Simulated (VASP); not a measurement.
# Bi (P6/mmm) in VASP: notebook, part 2 of 2

VASP 6.6.1. The steps go on from the part before.

### 4 Relaxation of cell and atoms, PBE

This run uses another cell than the first one, of 31.69 Å³/atom, 1.006 times its volume.

INCAR reads:

```
SYSTEM = Bi
PREC = Accurate
ENCUT = 500
EDIFF = 1E-7
ISMEAR = 0
SIGMA = 0.1
LREAL = .FALSE.
LASPH = .TRUE.
NELM = 120
ALGO = Normal
ISIF = 3
LWAVE = .FALSE.
LCHARG = .FALSE.
GGA = PE
IBRION = 2
NSW = 100
EDIFFG = -0.01
GGA_COMPAT = .FALSE.
NELMIN = 4
```

KPOINTS reads:

```
Automatic mesh
0
G
  9 9 14
  0 0 0
```

POSCAR reads:

```
Bi
1.0
    5.7510129765      0.0000000000      0.0000000000
   -2.8755064883      4.9805233352      0.0000000000
    0.0000000000      0.0000000000      3.3195841612
Bi
3
Direct
    0.3333333333      0.6666666667      0.5000000000
    0.0000000000      0.0000000000      0.0000000000
    0.6666666667      0.3333333333      0.5000000000
```

Potentials or basis: VASP PAW PBE potentials, release 64 (Bi_d).

Run with:

```bash
$ cat potpaw_PBE.64/Bi_d/POTCAR > POTCAR
$ mpirun -np 1 vasp_std > vasp.out
```

OUTCAR:

```text
SYSTEM = Bi
   PREC = Accurate
   ENCUT = 500
   EDIFF = 1E-7
   ISMEAR = 0
   LREAL = .FALSE.
   LASPH = .TRUE.
   NELM = 120
   ISIF = 3
   GGA = PE
   IBRION = 2
   NSW = 100
   EDIFFG = -0.01
   NELMIN = 4

 ion  position               nearest neighbor table
   1  0.333  0.667  0.500-   3 3.32   3 3.32   3 3.32   2 3.71   2 3.71   2 3.71   2 3.71   2 3.71
                             2 3.71
   2  0.000  0.000  0.000-   1 3.71   3 3.71   1 3.71   3 3.71   3 3.71   3 3.71   1 3.71   1 3.71
                             3 3.71   3 3.71   1 3.71   1 3.71
   3  0.667  0.333  0.500-   1 3.32   1 3.32   1 3.32   2 3.71   2 3.71   2 3.71   2 3.71   2 3.71
                             2 3.71

  LATTYP: Found a hexagonal cell.
 ALAT       =     5.7510129765
 C/A-ratio  =     0.5772172963

  Lattice vectors:

 A1 = (   5.7510129765,   0.0000000000,   0.0000000000)
 A2 = (  -2.8755064883,   4.9805233352,   0.0000000000)
 A3 = (   0.0000000000,   0.0000000000,   3.3195841612)

Analysis of symmetry for initial positions (statically):
=====================================================================
 Subroutine PRICEL returns:
 Original cell was already a primitive cell.

 Routine SETGRP: Setting up the symmetry group for a
 hexagonal supercell.

 Subroutine GETGRP returns: Found 24 space group operations
 (whereof 24 operations were pure point group operations)
 out of a pool of 24 trial point group operations.

The static configuration has the point symmetry D_6h.

Analysis of symmetry for dynamics (positions and initial velocities):
=====================================================================
 Subroutine PRICEL returns:
 Original cell was already a primitive cell.

 Routine SETGRP: Setting up the symmetry group for a
 hexagonal supercell.

 Subroutine GETGRP returns: Found 24 space group operations
[... 125 lines left out ...]
     AMIX_MAG =   1.60;   BMIX_MAG =  1.00
  volume/ion in A,a.u.               =      31.69       213.88
  Fermi-wavevector in a.u.,A,eV,Ry     =   1.275786  2.410887 22.145266  1.627631
  Thomas-Fermi vector in A             =   2.408479
   LORBIT       =      0    0 simple, 1 ext, 2 COOP (PROOUT), +10 PAW based schemes
   GGA     = PE    functional components
   LHFCALC =     F    Hartree Fock is set to
   AEXX    =    0.0000 exact exchange contribution
   IVDW    =     0    specifies the selected vdW correction
   LEPSILON=     F    determine dielectric tensor
   LRPA    =     F    only Hartree local field effects (RPA)
 conjugate gradient relaxation of ions
 non-spin polarized calculation
 Gauss-broadening in eV      SIGMA  =   0.10
  energy-cutoff  :      500.00
  volume of cell :       95.08
 maximum number of plane-waves:      2442
 NGX is ok and might be reduce to    42
   NGX = 21   NGY = 21   NGZ = 13

--------------------------------------- Ionic step        1  -------------------------------------------

 number of electron      45.0000012 magnetization

 Free energy of the ion-electron system (eV)
  ---------------------------------------------------
  ext. energy  EPLUGINS =         0.00000000
  ---------------------------------------------------
  free energy    TOTEN  =       -11.22604201 eV

  energy without entropy =      -11.21680625  energy(sigma->0) =      -11.22142413

------------------------ aborting loop because EDIFF is reached ----------------------------------------

  FORCE on cell =-STRESS in cart. coord.  units (eV):
  Direction    XX          YY          ZZ          XY          YZ          ZX
  --------------------------------------------------------------------------------------
  -------------------------------------------------------------------------------------
  Total        0.0738486      0.0738486      0.8439250     -0.0000000     -0.0000000     -0.0000000
  in kB        1.2443713      1.2443713     14.2203875     -0.0000000     -0.0000000     -0.0000000
  external PRESSURE =       5.5697100 kB  Pullay stress =       0.0000000 kB
[... 98 lines left out ...]
--------------------------------------- Ionic step        4  -------------------------------------------

 number of electron      45.0000019 magnetization

 Free energy of the ion-electron system (eV)
  ---------------------------------------------------
  ext. energy  EPLUGINS =         0.00000000
  ---------------------------------------------------
  free energy    TOTEN  =       -11.23190587 eV

  energy without entropy =      -11.22252252  energy(sigma->0) =      -11.22721420

 E-fermi :   7.5446     XC(G=0): -10.1499

 val. band max:        7.5442390168   @ k =   0.4444   0.1111   0.4286
 cond. band min:       7.5457773272   @ k =   0.1111   0.1111   0.2857
 fundamental gap:      0.0015383105
 Fermi energy:         7.5446204488

 k-point     1 :       0.0000    0.0000    0.0000
  band No.  band energies     occupation
      1     -15.5340      2.00000
      2     -15.4677      2.00000
      3     -15.4367      2.00000
      4     -15.4249      2.00000
      5     -15.4249      2.00000
      6     -15.3619      2.00000
[... 709 lines left out ...]
     26      10.7663      0.00000
     27      10.7663      0.00000

 [... further k-points ...]
[... 5 lines left out ...]
  --------------------------------------------------------------------------------------
  -------------------------------------------------------------------------------------
  Total       -0.0167063     -0.0167063      0.0007940      0.0000000      0.0000000      0.0000000
  in kB       -0.2787586     -0.2787586      0.0132482      0.0000000      0.0000000      0.0000000
  external PRESSURE =      -0.1814230 kB  Pullay stress =       0.0000000 kB
[... 18 lines left out ...]
  FREE ENERGIE OF THE ION-ELECTRON SYSTEM (eV)
  ---------------------------------------------------
  free  energy   TOTEN  =       -11.2319058720 eV

  energy  without entropy=      -11.2225225240  energy(sigma->0) =      -11.22721420

 reached required accuracy - stopping structural energy minimisation
```

OSZICAR:

```text
N       E                     dE             d eps       ncg     rms          rms(c)
DAV:   1     0.488353150643E+03    0.48835E+03   -0.23221E+04  5184   0.199E+03
DAV:   2     0.357225781296E+02   -0.45263E+03   -0.44741E+03  5196   0.522E+02
[... 34 lines left out ...]
DAV:   4    -0.112318990227E+02   -0.84982E-04   -0.19173E-03  5473   0.555E-01    0.293E-02
DAV:   5    -0.112319052256E+02   -0.62029E-05   -0.10099E-04  7220   0.125E-01    0.941E-03
DAV:   6    -0.112319059570E+02   -0.73144E-06   -0.17114E-05  6945   0.455E-02    0.403E-03
DAV:   7    -0.112319057175E+02    0.23950E-06   -0.16775E-06  5611   0.181E-02    0.116E-03
DAV:   8    -0.112319059108E+02   -0.19334E-06   -0.22076E-07  3447   0.531E-03    0.395E-04
DAV:   9    -0.112319058720E+02    0.38811E-07   -0.32868E-08  2598   0.224E-03
   4 F= -.11231906E+02 E0= -.11227214E+02  d E =-.832996E-03
```

CONTCAR:

```text
Bi
   1.00000000000000
     5.7380656967599126    0.0000000000001306   -0.0000000000000000
    -2.8690328484297307    4.9693106620347285    0.0000000000000000
     0.0000000000000000   -0.0000000000000000    3.3674551834903239
  Bi
     3
Direct
     0.3333333332999970    0.6666666667000030    0.5000000000000000
     0.0000000000000000    1.0000000000000000    0.0000000000000000
     0.6666666667000030    0.3333333332999970    0.5000000000000000

  0.00000000E+00  0.00000000E+00  0.00000000E+00
  0.00000000E+00  0.00000000E+00  0.00000000E+00
  0.00000000E+00  0.00000000E+00  0.00000000E+00
```

It took 12 min on 1 thread of Intel Xeon 8259CL, shared host; peak memory 0.32 GiB.

What came out:

* Free energy: -11.2319 eV
* Relaxed volume: 32.01 Å³/atom
* Relaxed cell: a = 5.738 Å, b = 5.738 Å, c = 3.367 Å, α = 90.00°, β = 90.00°, γ = 120.00°
* Space group after relaxing (to 0.05 Å): P6/mmm (No. 191)
* Energy gained by relaxing: 2.0 meV/atom
* Ionic steps: 4
* Pressure after relaxing: 0.0 GPa

Step by step:
| step | energy change (eV) | largest force (eV/Å) | pressure (GPa) | volume (Å³) |
| --- | --- | --- | --- | --- |
| 1 | 0.0000 | 0.0000 | 0.56 | 95.08 |
| 2 | -0.0049 | 0.0000 | -0.31 | 96.60 |
| 3 | -0.0050 | 0.0000 | -0.22 | 96.42 |
| 4 | -0.0059 | 0.0000 | -0.02 | 96.02 |

Final structure:
```cif
data_structure
_symmetry_space_group_name_H-M 'P 1'
_symmetry_Int_Tables_number 1
_cell_length_a 5.7381
_cell_length_b 5.7381
_cell_length_c 3.3675
_cell_angle_alpha 90.000
_cell_angle_beta 90.000
_cell_angle_gamma 120.000
_cell_volume 96.02
loop_
_atom_site_label
_atom_site_type_symbol
_atom_site_fract_x
_atom_site_fract_y
_atom_site_fract_z
_atom_site_occupancy
Bi1 Bi 0.33333 0.66667 0.50000 1
Bi2 Bi 0.00000 0.00000 0.00000 1
Bi3 Bi 0.66667 0.33333 0.50000 1
```

Caveat: spin-orbit coupling is left out, which moves the levels of the heavy elements.

### 5 Overview

| task | cell | k mesh | cutoff (eV) | gap on the mesh (eV) | pressure (GPa) | relaxed volume (Å³/atom) |
| --- | --- | --- | --- | --- | --- | --- |
| single point | a = 5.743, b = 5.743, c = 3.310 Å, angles 90.0, 90.0, 120.0°, 3 atoms | 3 × 3 × 6 | 520 | none | 0.3 | - |
| relaxation of cell and atoms | relaxed from a = 6.086, b = 6.086, c = 3.731 Å, angles 90.0, 90.0, 120.0°, 3 atoms | 3 × 3 × 6 | 600 | none | -0.1 | 31.83 |
| relaxation of cell and atoms | relaxed from a = 5.751, b = 5.751, c = 3.320 Å, angles 90.0, 90.0, 120.0°, 3 atoms | 9 × 9 × 14 | 500 | none | 0.0 | 32.01 |

Alike in all rows: level PBE; potentials or basis VASP PAW PBE potentials, release 64 (Bi_d); no spin polarisation; smearing gaussian 0.1 eV.

Caveats: some runs use coarse meshes; spin-orbit coupling is left out, which moves the levels of the heavy elements; the volume moved by over 15 % at a fixed basis, so the end points are rough (some runs).

Total energies depend on the potentials used, so only differences within one code and one set of settings carry meaning.
